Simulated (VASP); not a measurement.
# Pd in VASP: single point with PBE

Aim: the single point of Pd with PBE.

Everything below comes from runs of VASP 6.6.1. Logs are shortened: lines on timing, memory, paths and dates and some standing lists are left out, and cuts for length are marked.

## (1) The cell of the first run

The cell holds a sheet with vacuum, 1 atom: a = 2.533 Å, b = 2.550 Å, c = 23.800 Å, α = 90.00°, β = 90.00°, γ = 90.00°.

## (2) Single point, PBE

Input file INCAR:

```
SYSTEM = Pd
PREC     = Accurate       ! precision mode
ENCUT    = 520            ! plane-wave cutoff, eV
EDIFF    = 1E-6           ! SCF threshold, eV
ISMEAR   = 0              ! smearing method
SIGMA    = 0.1            ! smearing width, eV
LREAL    = .FALSE.        ! projectors in reciprocal space
LASPH    = .TRUE.         ! aspherical terms in the spheres
NELM     = 100            ! most SCF steps
ALGO     = Normal         ! electronic algorithm
ISIF     = 2              ! what is computed and relaxed
LWAVE    = .FALSE.        ! write WAVECAR
LCHARG   = .FALSE.        ! write CHGCAR
LDIPOL   = .TRUE.       
IDIPOL   = 3            
DIPOL    = 0.5 0.5 0.294
GGA      = PE             ! functional
NBANDS   = 11             ! bands
```

Input file KPOINTS:

```
Automatic mesh
0
G
  8 6 1
  0 0 0
```

Input file POSCAR:

```
Pd
1.0
    2.5329205538      0.0000000000      0.0000000000
    0.0000000000      2.5501118731      0.0000000000
    0.0000000000      0.0000000000     23.8000000000
Pd
1
Direct
    0.5000000000      0.0000000000      0.2941176471
```

Potentials or basis: VASP PAW PBE potentials, release 64 (Pd).

On the command line:

```console
$ cat potpaw_PBE.64/Pd/POTCAR > POTCAR
$ mpirun -np 1 vasp_std > vasp.out
```

OUTCAR:

```text
SYSTEM = Pd
   PREC = Accurate
   ENCUT = 520
   EDIFF = 1E-6
   ISMEAR = 0
   LREAL = .FALSE.
   LASPH = .TRUE.
   NELM = 100
   ISIF = 2
   GGA = PE

 ion  position               nearest neighbor table
   1  0.500  0.000  0.294-

  LATTYP: Found a simple orthorhombic cell.
 ALAT       =     2.5329205538
 B/A-ratio  =     1.0067871530
 C/A-ratio  =     9.3962678633

  Lattice vectors:

 A1 = (   2.5329205538,   0.0000000000,   0.0000000000)
 A2 = (   0.0000000000,   2.5501118731,   0.0000000000)
 A3 = (   0.0000000000,   0.0000000000,  23.8000000000)

Analysis of symmetry for initial positions (statically):
=====================================================================
 Subroutine PRICEL returns:
 Original cell was already a primitive cell.

 Routine SETGRP: Setting up the symmetry group for a
 simple orthorhombic supercell.

 Subroutine GETGRP returns: Found  8 space group operations
 (whereof  4 operations were pure point group operations)
 out of a pool of  8 trial point group operations.

The static configuration has the point symmetry C_2v.
 The point group associated with its full space group is D_2h.

Analysis of symmetry for dynamics (positions and initial velocities):
=====================================================================
 Subroutine PRICEL returns:
 Original cell was already a primitive cell.

 Routine SETGRP: Setting up the symmetry group for a
 simple orthorhombic supercell.

 Subroutine GETGRP returns: Found  8 space group operations
 (whereof  4 operations were pure point group operations)
 out of a pool of  8 trial point group operations.

The dynamic configuration has the point symmetry C_2v.
 The point group associated with its full space group is D_2h.

 Subroutine INISYM returns: Found  8 space group operations
 (whereof  4 operations are pure point group operations),
 and found     1 'primitive' translations

----------------------------------------------------------------------------------------

                                     Primitive cell

  volume of cell :     153.7297

  direct lattice vectors                    reciprocal lattice vectors
     2.532920554  0.000000000  0.000000000     0.394801171  0.000000000  0.000000000
     0.000000000  2.550111873  0.000000000     0.000000000  0.392139659  0.000000000
     0.000000000  0.000000000 23.800000000     0.000000000  0.000000000  0.042016807

  length of vectors
     2.532920554  2.550111873 23.800000000     0.394801171  0.392139659  0.042016807

  position of ions in fractional coordinates (direct lattice)
     0.500000000  0.000000000  0.294117647

  ion indices of the primitive-cell ions
   primitive index   ion index
                 1           1

----------------------------------------------------------------------------------------

 KPOINTS: Automatic mesh

Automatic generation of k-mesh.
 Grid dimensions read from file:
 generate k-points for:    8    6    1

 Generating k-lattice:

  Cartesian coordinates                     Fractional coordinates (reciprocal lattice)
     0.049350146  0.000000000  0.000000000     0.125000000  0.000000000  0.000000000
     0.000000000  0.065356610  0.000000000     0.000000000  0.166666667  0.000000000
     0.000000000  0.000000000  0.042016807     0.000000000  0.000000000  1.000000000

  Length of vectors
     0.049350146  0.065356610  0.042016807

  Shift w.r.t. Gamma in fractional coordinates (k-lattice)
     0.000000000  0.000000000  0.000000000

 Subroutine IBZKPT returns following result:
 ===========================================

 Found     20 irreducible k-points:

 Following reciprocal coordinates:
            Coordinates               Weight
  0.000000  0.000000  0.000000      1.000000
  0.125000  0.000000  0.000000      2.000000
  0.250000  0.000000  0.000000      2.000000
  0.375000  0.000000  0.000000      2.000000
  0.500000  0.000000  0.000000      1.000000
  0.000000  0.166667  0.000000      2.000000
[... 12 lines left out ...]
  0.375000  0.500000  0.000000      2.000000
  0.500000  0.500000  0.000000      1.000000
   k-points           NKPTS =     20   k-points in BZ     NKDIM =     20   number of bands    NBANDS=     11
   number of dos      NEDOS =    301   number of ions     NIONS =      1
   total plane-waves  NPLWV =  72000
   dimension x,y,z NGX =    20 NGY =   20 NGZ =  180
   dimension x,y,z NGXF=    40 NGYF=   40 NGZF=  360
   ions per type =               1
   NGX,Y,Z   is equivalent  to a cutoff of  13.13, 13.04, 12.57 a.u.
   NGXF,Y,Z  is equivalent  to a cutoff of  26.25, 26.08, 25.15 a.u.
 SYSTEM =  Pd
   PREC   = accura    normal or accurate (medium, high low for compatibility)
   ISTART =      0    job   : 0-new  1-cont  2-samecut
   ICHARG =      2    charge: 1-file 2-atom 10-const
   ISPIN  =      1    spin polarized calculation?
   LNONCOLLINEAR =      F non collinear calculations
   LSORBIT =      F    spin-orbit coupling
   LASPH  =      T    aspherical Exc in radial PAW
   ENCUT  =  520.0 eV  38.22 Ry    6.18 a.u.   4.71  4.74 44.25*2*pi/ulx,y,z
   NELM   =    100;   NELMIN=  2; NELMDL= -5     # of ELM steps
   EDIFF  = 0.1E-05   stopping-criterion for ELM
   LREAL  =      F    real-space projection
   EDIFFG = 0.1E-04   stopping-criterion for IOM
   NSW    =      0    number of steps for IOM
   IBRION =     -1    ionic relax: 0-MD 1-quasi-New 2-CG
   NFREE  =      0    steps in history (QN), initial steepest desc. (CG)
   ISIF   =      2    stress and relaxation
   ISYM   =      2    0-nonsym 1-usesym 2-fastsym
   POTIM  = 0.5000    time-step for ionic-motion
   TEBEG  =    0.0;   TEEND  =   0.0 temperature during run
   PSTRESS=    0.0 pullay stress
   NELECT =      10.0000    total number of electrons
   NUPDOWN=      -1.0000    fix difference up-down
   EMIN   =  10.00;   EMAX   =-10.00  energy-range for DOS
   EFERMI =   0.00;   METHOD = LEGACY
   ISMEAR =     0;   SIGMA  =   0.10  broadening in eV -4-tet -1-fermi 0-gaus
   EFERMI_NEDOS =   21; number of points for ismear=-14 and -15
   IALGO  =     38    algorithm
   IMIX   =      4    mixing-type and parameters
     AMIX     =   0.40;   BMIX     =  1.00
     AMIX_MAG =   1.60;   BMIX_MAG =  1.00
  volume/ion in A,a.u.               =     153.73      1037.42
  Fermi-wavevector in a.u.,A,eV,Ry     =   0.658399  1.244193  5.897972  0.433489
  Thomas-Fermi vector in A             =   1.730208
   LORBIT       =      0    0 simple, 1 ext, 2 COOP (PROOUT), +10 PAW based schemes
   GGA     = PE    functional components
   LHFCALC =     F    Hartree Fock is set to
   AEXX    =    0.0000 exact exchange contribution
   IVDW    =     0    specifies the selected vdW correction
   LEPSILON=     F    determine dielectric tensor
   LRPA    =     F    only Hartree local field effects (RPA)
 non-spin polarized calculation
 Gauss-broadening in eV      SIGMA  =   0.10
  energy-cutoff  :      520.00
  volume of cell :      153.73
 maximum number of plane-waves:      4181
 NGX is ok and might be reduce to    20
   NGX =  9   NGY =  9   NGZ = 89

 number of electron      10.0000000 magnetization

 dipolmoment           0.000000      0.000000     -0.000000 electrons x Angstroem

 number of electron       9.9999998 magnetization

 dipolmoment           0.000000      0.000000      0.000005 electrons x Angstroem

 Free energy of the ion-electron system (eV)
  ---------------------------------------------------
  ext. energy  EPLUGINS =         0.00000000
  ---------------------------------------------------
  free energy    TOTEN  =        -3.84380046 eV

  energy without entropy =       -3.82584024  energy(sigma->0) =       -3.83482035

 E-fermi :  -4.1807     XC(G=0):  -1.9934

 val. band max:       -4.2026218031   @ k =   0.0000   0.3333   0.0000
 cond. band min:      -4.1669564985   @ k =   0.2500   0.1667   0.0000
 fundamental gap:      0.0356653045
 Fermi energy:        -4.1807156787

 k-point     1 :       0.0000    0.0000    0.0000
  band No.  band energies     occupation
      1      -8.8294      2.00000
      2      -8.6174      2.00000
      3      -5.7426      2.00000
      4      -4.3581      1.98789
      5      -4.3232      1.95604
      6      -3.7746      0.00000
      7      -2.1710      0.00000
      8       1.2340      0.00000
      9       1.6207      0.00000
     10       1.6833      0.00000
     11       2.5192      0.00000

 k-point     2 :       0.1250    0.0000    0.0000
  band No.  band energies     occupation
      1      -8.5601      2.00000
      2      -8.1320      2.00000
      3      -5.5762      2.00000
      4      -5.0129      2.00000
      5      -4.3208      1.95242
      6      -4.0607      0.08965
      7      -1.4218      0.00000
      8       1.5879      0.00000
      9       2.0045      0.00000
     10       2.0433      0.00000
     11       2.9110      0.00000

 k-point     3 :       0.2500    0.0000    0.0000
  band No.  band energies     occupation
      1      -8.2521      2.00000
      2      -6.4275      2.00000
      3      -6.0870      2.00000
      4      -5.0613      2.00000
      5      -4.6978      2.00000
      6      -4.2295      1.51016
      7       0.0480      0.00000
      8       2.6471      0.00000
      9       3.1243      0.00000
     10       3.1312      0.00000
     11       4.0541      0.00000

 k-point     4 :       0.3750    0.0000    0.0000
  band No.  band energies     occupation
      1      -7.9429      2.00000
      2      -6.8813      2.00000
      3      -5.2737      2.00000
      4      -5.0307      2.00000
      5      -4.1366      0.53275
      6      -3.3743      0.00000
      7       1.9306      0.00000
      8       4.2677      0.00000
      9       4.7940      0.00000
     10       4.9600      0.00000
     11       5.0420      0.00000

 k-point     5 :       0.5000    0.0000    0.0000
  band No.  band energies     occupation
      1      -7.8113      2.00000
      2      -7.1684      2.00000
      3      -5.4976      2.00000
      4      -4.7377      2.00000
      5      -4.0976      0.23982
      6      -1.4822      0.00000
      7       2.4213      0.00000
      8       3.4889      0.00000
      9       5.9215      0.00000
     10       6.7138      0.00000
     11       7.1473      0.00000
[... 155 lines left out ...]
 k-point    17 :       0.1250    0.5000    0.0000
  band No.  band energies     occupation
      1      -7.3235      2.00000
      2      -7.0227      2.00000
      3      -6.2002      2.00000
      4      -4.6679      2.00000
      5      -4.5260      2.00000
      6      -0.5722      0.00000
      7       2.4169      0.00000
      8       4.0046      0.00000
      9       6.1397      0.00000
     10       7.0338      0.00000
     11       7.4177      0.00000

 k-point    18 :       0.2500    0.5000    0.0000
  band No.  band energies     occupation
      1      -7.4730      2.00000
      2      -6.7674      2.00000
      3      -5.7515      2.00000
      4      -5.4272      2.00000
      5      -4.3892      1.99680
      6       1.2904      0.00000
      7       2.8418      0.00000
      8       5.5045      0.00000
      9       6.9735      0.00000
     10       8.1845      0.00000
     11       8.4655      0.00000

 k-point    19 :       0.3750    0.5000    0.0000
  band No.  band energies     occupation
      1      -8.3964      2.00000
      2      -6.4966      2.00000
      3      -6.1741      2.00000
      4      -4.5451      2.00000
      5      -3.3772      0.00000
      6       3.2283      0.00000
      7       3.5985      0.00000
      8       7.5428      0.00000
      9       8.2121      0.00000
     10       9.8828      0.00000
     11      10.0420      0.00000

 k-point    20 :       0.5000    0.5000    0.0000
  band No.  band energies     occupation
      1      -8.7252      2.00000
      2      -6.4528      2.00000
      3      -6.3794      2.00000
      4      -4.3709      1.99285
      5      -2.4709      0.00000
      6       4.2837      0.00000
      7       4.3017      0.00000
      8       9.1479      0.00000
      9       9.3173      0.00000
     10       9.3567      0.00000
     11       9.7501      0.00000

------------------------ aborting loop because EDIFF is reached ----------------------------------------

 vacuum level on the upper side and lower side of the slab       (xc-potential included)        -0.008        -0.008

  FORCE on cell =-STRESS in cart. coord.  units (eV):
  Direction    XX          YY          ZZ          XY          YZ          ZX
  --------------------------------------------------------------------------------------
  -------------------------------------------------------------------------------------
  Total       -0.0224536     -0.0551458     -0.0077885      0.0000000      0.0000000      0.0000000
  in kB       -0.2340128     -0.5747314     -0.0811725      0.0000000      0.0000000      0.0000000
  external PRESSURE =      -0.2966389 kB  Pullay stress =       0.0000000 kB

 VOLUME and BASIS-vectors are now :
 -----------------------------------------------------------------------------
  energy-cutoff  :      520.00
  volume of cell :      153.73
      direct lattice vectors                 reciprocal lattice vectors
     2.532920554  0.000000000  0.000000000     0.394801171  0.000000000  0.000000000
     0.000000000  2.550111873  0.000000000     0.000000000  0.392139659  0.000000000
     0.000000000  0.000000000 23.800000000     0.000000000  0.000000000  0.042016807

 POSITION                                       TOTAL-FORCE (eV/Angst)
 -----------------------------------------------------------------------------------
      1.26646      0.00000      7.00000         0.000000      0.000000      0.000000
 -----------------------------------------------------------------------------------
    total drift:                               -0.000000      0.000000      0.000029

  FREE ENERGIE OF THE ION-ELECTRON SYSTEM (eV)
  ---------------------------------------------------
  free  energy   TOTEN  =        -3.8438004649 eV

  energy  without entropy=       -3.8258402440  energy(sigma->0) =       -3.83482035

 vacuum level on the upper side and lower side of the slab         1.488         1.488
```

It took 39 s on 1 thread of Intel Xeon Platinum 8488C (Sapphire Rapids), shared host; peak memory 0.25 GiB.

What came out:

```
Free energy            : -3.8438 eV
Band gap on the k mesh : zero (band 5 reaches -2.47 eV, above the bottom of band 6 at -4.42 eV)
```

Levels at points of the mesh, in eV from the Fermi level:
```tsv
k point	band 3	band 4	band 5	band 6	band 7	band 8
(0.00, 0.00, 0.00)	-1.56	-0.18	-0.14	0.41	2.01	5.41
(0.50, 0.00, 0.00)	-1.32	-0.56	0.08	2.70	6.60	7.67
(0.00, 0.50, 0.00)	-1.22	-0.58	0.10	2.63	6.46	7.58
(0.50, 0.50, 0.00)	-2.20	-0.19	1.71	8.46	8.48	13.33
```

Caveat: the k points lie up to 0.41 Å⁻¹ apart.
